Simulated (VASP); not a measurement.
# GaP (I-4m2) in VASP: further runs

The runs below take GaP through single point, with LDA.

Everything below comes from runs of VASP 6.6.1. Logs are shortened: lines on timing, memory, paths and dates and some standing lists are left out, and cuts for length are marked.

### Step 1. The cell of the first run

It takes space group I-4m2 (No. 119, tetragonal). Conventional cell: a = 3.889 Å, b = 3.889 Å, c = 5.293 Å, α = 90.00°, β = 90.00°, γ = 90.00°. Ga (site symmetry -4m2) has 4 P at 2.35 Å within 3.1 Å. Within 3.1 Å of P (site symmetry -4m2) lie 4 Ga at 2.35 Å.

### Step 2. Single point, LDA (in-plane strain +0.02, then relaxed in part)

Contents of INCAR:

```
SYSTEM = GaP
ALGO = Normal ; EDIFF = 1E-6
ENCUT = 520 ; ISIF = 2
ISMEAR = 0 ; LASPH = .True.
LCHARG = .True. ; LELF = .True.
LREAL = .False. ; LVHAR = .True.
LWAVE = .False. ; NBANDS = 16
NELM = 80 ; PREC = Accurate
SIGMA = 0.01
```

Contents of KPOINTS:

```
k-points
0
Gamma
  8 8 8
  0 0 0
```

Contents of POSCAR:

```
GaP
1.0
    2.7496008013      2.7496008013      0.0000000000
   -2.7496008013      2.7496008013      0.0000000000
    0.0000000000      2.7496008013      2.6464773504
Ga P
1 1
Direct
    0.0000000000      0.0000000000      0.0000000000
    0.7500000000      0.2500000000      0.5000000000
```

Potentials or basis: VASP PAW LDA potentials, release 64 (Ga_d, P).

Command:

```
$ cat potpaw_LDA.64/Ga_d/POTCAR potpaw_LDA.64/P/POTCAR > POTCAR
$ mpirun -np 1 vasp_std > vasp.out
```

OUTCAR:

```text
SYSTEM = GaP
   EDIFF = 1E-6
   ENCUT = 520
   ISIF = 2
   ISMEAR = 0
   LASPH = .True.
   LREAL = .False.
   NELM = 80
   PREC = Accurate

 ion  position               nearest neighbor table
   1  0.000  0.000  0.000-   2 2.35   2 2.35   2 2.35   2 2.35
   2  0.750  0.250  0.500-   1 2.35   1 2.35   1 2.35   1 2.35

  LATTYP: Found a body centered tetragonal cell.
 ALAT       =     3.8885227443
 C/A-ratio  =     1.3611736510

  Lattice vectors:

 A1 = (   2.7496008013,   0.0000000000,  -2.6464773504)
 A2 = (  -2.7496008013,   0.0000000000,  -2.6464773504)
 A3 = (   0.0000000000,   2.7496008013,   2.6464773504)

Analysis of symmetry for initial positions (statically):
=====================================================================
 Subroutine PRICEL returns:
 Original cell was already a primitive cell.

 Routine SETGRP: Setting up the symmetry group for a
 body centered tetragonal supercell.

 Subroutine GETGRP returns: Found  8 space group operations
 (whereof  8 operations were pure point group operations)
 out of a pool of 16 trial point group operations.

The static configuration has the point symmetry D_2d.

Analysis of symmetry for dynamics (positions and initial velocities):
=====================================================================
 Subroutine PRICEL returns:
 Original cell was already a primitive cell.

 Routine SETGRP: Setting up the symmetry group for a
 body centered tetragonal supercell.

 Subroutine GETGRP returns: Found  8 space group operations
 (whereof  8 operations were pure point group operations)
 out of a pool of 16 trial point group operations.

The dynamic configuration has the point symmetry D_2d.

 Subroutine INISYM returns: Found  8 space group operations
 (whereof  8 operations are pure point group operations),
 and found     1 'primitive' translations

----------------------------------------------------------------------------------------

                                     Primitive cell

  volume of cell :      40.0163

  direct lattice vectors                    reciprocal lattice vectors
     2.749600801  2.749600801  0.000000000     0.181844579  0.181844579 -0.188930391
    -2.749600801  2.749600801  0.000000000    -0.181844579  0.181844579 -0.188930391
     0.000000000  2.749600801  2.646477350     0.000000000  0.000000000  0.377860782

  length of vectors
     3.888522744  3.888522744  3.816300163     0.319107497  0.319107497  0.377860782

  position of ions in fractional coordinates (direct lattice)
     0.000000000  0.000000000  0.000000000
     0.750000000  0.250000000  0.500000000

  ion indices of the primitive-cell ions
   primitive index   ion index
                 1           1
                 2           2

----------------------------------------------------------------------------------------

 KPOINTS: k-points

Automatic generation of k-mesh.
 Grid dimensions read from file:
 generate k-points for:    8    8    8

 Generating k-lattice:

  Cartesian coordinates                     Fractional coordinates (reciprocal lattice)
     0.022730572  0.022730572 -0.023616299     0.125000000  0.000000000  0.000000000
    -0.022730572  0.022730572 -0.023616299     0.000000000  0.125000000  0.000000000
     0.000000000  0.000000000  0.047232598     0.000000000  0.000000000  0.125000000

  Length of vectors
     0.039888437  0.039888437  0.047232598

  Shift w.r.t. Gamma in fractional coordinates (k-lattice)
     0.000000000  0.000000000  0.000000000

 Subroutine IBZKPT returns following result:
 ===========================================

 Found     59 irreducible k-points:

 Following reciprocal coordinates:
            Coordinates               Weight
  0.000000  0.000000  0.000000      1.000000
  0.125000  0.000000 -0.000000      8.000000
  0.250000  0.000000 -0.000000      8.000000
  0.375000  0.000000 -0.000000      8.000000
  0.500000  0.000000 -0.000000      4.000000
  0.125000  0.125000 -0.000000      8.000000
[... 16 lines left out ...]
  0.250000  0.000000  0.125000      4.000000
  0.375000  0.000000  0.125000      8.000000
 [... further k-points ...]
   k-points           NKPTS =     59   k-points in BZ     NKDIM =     59   number of bands    NBANDS=     16
   number of dos      NEDOS =    301   number of ions     NIONS =      2
   total plane-waves  NPLWV =  25200
   dimension x,y,z NGX =    30 NGY =   30 NGZ =   28
   dimension x,y,z NGXF=    60 NGYF=   60 NGZF=   56
   ions per type =               1   1
   NGX,Y,Z   is equivalent  to a cutoff of  12.83, 12.83, 12.20 a.u.
   NGXF,Y,Z  is equivalent  to a cutoff of  25.65, 25.65, 24.39 a.u.
 SYSTEM =  GaP
   PREC   = accura    normal or accurate (medium, high low for compatibility)
   ISTART =      0    job   : 0-new  1-cont  2-samecut
   ICHARG =      2    charge: 1-file 2-atom 10-const
   ISPIN  =      1    spin polarized calculation?
   LNONCOLLINEAR =      F non collinear calculations
   LSORBIT =      F    spin-orbit coupling
   LASPH  =      T    aspherical Exc in radial PAW
   ENCUT  =  520.0 eV  38.22 Ry    6.18 a.u.   7.23  7.23  7.10*2*pi/ulx,y,z
   NELM   =     80;   NELMIN=  2; NELMDL= -5     # of ELM steps
   EDIFF  = 0.1E-05   stopping-criterion for ELM
   LREAL  =      F    real-space projection
   EDIFFG = 0.1E-04   stopping-criterion for IOM
   NSW    =      0    number of steps for IOM
   IBRION =     -1    ionic relax: 0-MD 1-quasi-New 2-CG
   NFREE  =      0    steps in history (QN), initial steepest desc. (CG)
   ISIF   =      2    stress and relaxation
   ISYM   =      2    0-nonsym 1-usesym 2-fastsym
   POTIM  = 0.5000    time-step for ionic-motion
   TEBEG  =    0.0;   TEEND  =   0.0 temperature during run
   PSTRESS=    0.0 pullay stress
   NELECT =      18.0000    total number of electrons
   NUPDOWN=      -1.0000    fix difference up-down
   EMIN   =  10.00;   EMAX   =-10.00  energy-range for DOS
   EFERMI =   0.00;   METHOD = LEGACY
   ISMEAR =     0;   SIGMA  =   0.01  broadening in eV -4-tet -1-fermi 0-gaus
   EFERMI_NEDOS =   21; number of points for ismear=-14 and -15
   IALGO  =     38    algorithm
   IMIX   =      4    mixing-type and parameters
     AMIX     =   0.40;   BMIX     =  1.00
     AMIX_MAG =   1.60;   BMIX_MAG =  1.00
  volume/ion in A,a.u.               =      20.01       135.02
  Fermi-wavevector in a.u.,A,eV,Ry     =   1.254353  2.370384 21.407433  1.573402
  Thomas-Fermi vector in A             =   2.388162
   LORBIT       =      0    0 simple, 1 ext, 2 COOP (PROOUT), +10 PAW based schemes
   GGA     = CA    functional components
   LHFCALC =     F    Hartree Fock is set to
   AEXX    =    0.0000 exact exchange contribution
   IVDW    =     0    specifies the selected vdW correction
   LEPSILON=     F    determine dielectric tensor
   LRPA    =     F    only Hartree local field effects (RPA)
 non-spin polarized calculation
 Gauss-broadening in eV      SIGMA  =   0.01
  energy-cutoff  :      520.00
  volume of cell :       40.02
 maximum number of plane-waves:      1090
 NGX is ok and might be reduce to    30
   NGX = 15   NGY = 15   NGZ = 15

 number of electron      17.9999990 magnetization

 Free energy of the ion-electron system (eV)
  ---------------------------------------------------
  ext. energy  EPLUGINS =         0.00000000
  ---------------------------------------------------
  free energy    TOTEN  =       -10.43747665 eV

  energy without entropy =      -10.43747665  energy(sigma->0) =      -10.43747665

 E-fermi :   4.8900     XC(G=0): -10.2169

 val. band max:        4.7609828299   @ k =   0.0000   0.0000   0.0000
 cond. band min:       5.8692378959   @ k =   0.0000   0.0000   0.3750
 fundamental gap:      1.1082550660
 Fermi energy:         4.8899831311

 k-point     1 :       0.0000    0.0000    0.0000
  band No.  band energies     occupation
      1     -10.1050      2.00000
      2     -10.1050      2.00000
      3     -10.0945      2.00000
      4     -10.0030      2.00000
      5      -9.9982      2.00000
      6      -7.9689      2.00000
[... 8 lines left out ...]
     15      14.0927      0.00000
     16      14.7538      0.00000

 k-point     2 :       0.1250    0.0000   -0.0000
  band No.  band energies     occupation
      1     -10.1154      2.00000
      2     -10.1001      2.00000
      3     -10.0925      2.00000
      4     -10.0034      2.00000
      5      -9.9979      2.00000
      6      -7.7636      2.00000
[... 8 lines left out ...]
     15      13.8992      0.00000
     16      14.1914      0.00000

 k-point     3 :       0.2500    0.0000   -0.0000
  band No.  band energies     occupation
      1     -10.1437      2.00000
      2     -10.0898      2.00000
      3     -10.0832      2.00000
      4     -10.0030      2.00000
      5      -9.9954      2.00000
      6      -7.1796      2.00000
[... 8 lines left out ...]
     15      13.5885      0.00000
     16      14.4309      0.00000

 k-point     4 :       0.3750    0.0000   -0.0000
  band No.  band energies     occupation
      1     -10.1701      2.00000
      2     -10.0821      2.00000
      3     -10.0755      2.00000
      4     -10.0003      2.00000
      5      -9.9903      2.00000
      6      -6.3578      2.00000
[... 8 lines left out ...]
     15      14.8235      0.00000
     16      14.8702      0.00000

 k-point     5 :       0.5000    0.0000   -0.0000
  band No.  band energies     occupation
      1     -10.1805      2.00000
      2     -10.0797      2.00000
      3     -10.0732      2.00000
      4      -9.9984      2.00000
      5      -9.9873      2.00000
      6      -5.8461      2.00000
[... 8 lines left out ...]
     15      16.1320      0.00000
     16      16.5058      0.00000

 k-point     6 :       0.1250    0.1250   -0.0000
  band No.  band energies     occupation
      1     -10.1328      2.00000
      2     -10.0899      2.00000
      3     -10.0891      2.00000
      4     -10.0061      2.00000
      5      -9.9953      2.00000
      6      -7.4256      2.00000
[... 8 lines left out ...]
     15      14.1243      0.00000
     16      15.2500      0.00000

 k-point     7 :       0.2500    0.1250   -0.0000
  band No.  band energies     occupation
      1     -10.1586      2.00000
      2     -10.0813      2.00000
      3     -10.0779      2.00000
      4     -10.0063      2.00000
      5      -9.9924      2.00000
      6      -6.7449      2.00000
[... 8 lines left out ...]
     15      15.0609      0.00000
     16      15.8038      0.00000

 k-point     8 :       0.3750    0.1250   -0.0000
  band No.  band energies     occupation
      1     -10.1777      2.00000
      2     -10.0768      2.00000
      3     -10.0700      2.00000
      4     -10.0022      2.00000
      5      -9.9905      2.00000
      6      -5.9456      2.00000
[... 8 lines left out ...]
     15      14.9253      0.00000
     16      16.9596      0.00000

 k-point     9 :       0.5000    0.1250   -0.0000
  band No.  band energies     occupation
      1     -10.1816      2.00000
      2     -10.0761      2.00000
      3     -10.0675      2.00000
      4     -10.0006      2.00000
      5      -9.9907      2.00000
      6      -5.7750      2.00000
[... 8 lines left out ...]
     15      16.1644      0.00000
     16      16.4188      0.00000
[... 172 lines left out ...]
 k-point    19 :       0.5000    0.3750   -0.0000
  band No.  band energies     occupation
      1     -10.2083      2.00000
      2     -10.0448      2.00000
      3     -10.0392      2.00000
      4     -10.0274      2.00000
      5      -9.9837      2.00000
      6      -5.1914      2.00000
[... 8 lines left out ...]
     15      16.6319      0.00000
     16      17.8638      0.00000

 k-point    20 :      -0.3750    0.3750    0.0000
  band No.  band energies     occupation
      1     -10.2033      2.00000
      2     -10.0460      2.00000
      3     -10.0431      2.00000
      4     -10.0286      2.00000
      5      -9.9835      2.00000
      6      -5.8033      2.00000
[... 8 lines left out ...]
     15      16.4787      0.00000
     16      18.9905      0.00000

 k-point    21 :       0.5000    0.5000   -0.0000
  band No.  band energies     occupation
      1     -10.2164      2.00000
      2     -10.0362      2.00000
      3     -10.0345      2.00000
      4     -10.0330      2.00000
      5      -9.9805      2.00000
      6      -4.9707      2.00000
[... 8 lines left out ...]
     15      17.0169      0.00000
     16      17.6493      0.00000

 k-point    22 :       0.0000    0.0000    0.1250
  band No.  band energies     occupation
      1     -10.1176      2.00000
      2     -10.0954      2.00000
      3     -10.0954      2.00000
      4     -10.0081      2.00000
      5      -9.9945      2.00000
      6      -7.6829      2.00000
[... 8 lines left out ...]
     15      14.3570      0.00000
     16      14.6010      0.00000

 k-point    23 :       0.2500    0.0000    0.1250
  band No.  band energies     occupation
      1     -10.1347      2.00000
      2     -10.0944      2.00000
      3     -10.0818      2.00000
      4     -10.0007      2.00000
      5     -10.0002      2.00000
      6      -7.4430      2.00000
[... 8 lines left out ...]
     15      13.8790      0.00000
     16      15.3030      0.00000

 k-point    24 :       0.3750    0.0000    0.1250
  band No.  band energies     occupation
      1     -10.1587      2.00000
      2     -10.0832      2.00000
      3     -10.0748      2.00000
      4      -9.9997      2.00000
      5      -9.9986      2.00000
      6      -6.7731      2.00000
[... 8 lines left out ...]
     15      14.9199      0.00000
     16      15.9991      0.00000

 [... further k-points ...]

------------------------ aborting loop because EDIFF is reached ----------------------------------------

  FORCE on cell =-STRESS in cart. coord.  units (eV):
  Direction    XX          YY          ZZ          XY          YZ          ZX
  --------------------------------------------------------------------------------------
  -------------------------------------------------------------------------------------
  Total       -0.6781284     -0.6781284      0.0167051      0.0000000      0.0000000      0.0000000
  in kB      -27.1509501    -27.1509501      0.6688408      0.0000000      0.0000000      0.0000000
  external PRESSURE =     -17.8776864 kB  Pullay stress =       0.0000000 kB

 VOLUME and BASIS-vectors are now :
 -----------------------------------------------------------------------------
  energy-cutoff  :      520.00
  volume of cell :       40.02
      direct lattice vectors                 reciprocal lattice vectors
     2.749600801  2.749600801  0.000000000     0.181844579  0.181844579 -0.188930391
    -2.749600801  2.749600801  0.000000000    -0.181844579  0.181844579 -0.188930391
     0.000000000  2.749600801  2.646477350     0.000000000  0.000000000  0.377860782

 POSITION                                       TOTAL-FORCE (eV/Angst)
 -----------------------------------------------------------------------------------
      0.00000      0.00000      0.00000        -0.000000      0.000000      0.000000
      1.37480      4.12440      1.32324         0.000000     -0.000000      0.000000
 -----------------------------------------------------------------------------------
    total drift:                                0.000000      0.000000     -0.000000

  FREE ENERGIE OF THE ION-ELECTRON SYSTEM (eV)
  ---------------------------------------------------
  free  energy   TOTEN  =       -10.4374766539 eV

  energy  without entropy=      -10.4374766539  energy(sigma->0) =      -10.43747665
```

Wall time 37 s (1 thread of Intel Xeon Platinum 8375C at 2.90GHz (Ice Lake), shared host); peak memory 0.17 GiB.

Results:

| Quantity | Value |
| --- | --- |
| Free energy | -10.4375 eV |
| Pressure | -1.8 GPa |
| Band gap on the k mesh | 1.11 eV, indirect (least direct gap 1.59 eV) |

Caveat: the cell differs from its parent crystal (in-plane strain +0.02, then relaxed in part). A k mesh can miss the band edges.

### Step 3. Single point, LDA (film at in-plane strain +0.02)

Contents of INCAR:

```
SYSTEM = GaP
PREC = Accurate
ENCUT = 520
EDIFF = 1E-6
ISMEAR = 0
SIGMA = 0.01
LREAL = .FALSE.
LASPH = .TRUE.
NELM = 100
ALGO = Normal
ISIF = 2
LWAVE = .FALSE.
LCHARG = .TRUE.
GGA = CA
LELF = .TRUE.
LVHAR = .TRUE.
NBANDS = 16
```

Contents of KPOINTS:

```
regular mesh
0
G
  8 8 8
  0 0 0
```

POSCAR is that of step 2.

Potentials or basis: VASP PAW LDA potentials, release 64 (Ga_d, P).

Command:

```
$ cat potpaw_LDA.64/Ga_d/POTCAR potpaw_LDA.64/P/POTCAR > POTCAR
$ mpirun -np 1 vasp_std > vasp.out
```

It took 37 s on 1 thread of Intel Xeon Platinum 8375C at 2.90GHz (Ice Lake), shared host; peak memory 0.17 GiB.

It converged, with:

| Item | Value |
| --- | --- |
| Free energy | -10.4375 eV |
| Pressure | -1.8 GPa |
| Band gap on the k mesh | 1.11 eV, indirect (least direct gap 1.59 eV) |

Stress tensor (GPa, compression positive):
```
-2.72  0.00  0.00
 0.00 -2.72  0.00
 0.00  0.00  0.07
```

Levels at points of the mesh, in eV from the valence-band top:
```csv
k point,band 6,band 7,band 8,band 9,band 10,band 11,band 12,band 13
"(0.00, 0.00, 0.00)",-12.73,-0.20,-0.20,0.00,1.59,3.61,3.69,3.69
"(0.50, 0.00, 0.00)",-10.61,-6.91,-1.44,-1.13,1.38,4.35,4.68,7.95
"(0.50, 0.50, 0.00)",-9.73,-7.11,-2.80,-2.78,1.43,1.66,10.31,10.33
"(0.00, 0.00, 0.50)",-9.56,-6.86,-3.06,-3.06,1.17,1.29,10.39,10.39
```

Caveat: the cell differs from its parent crystal (film at in-plane strain +0.02).
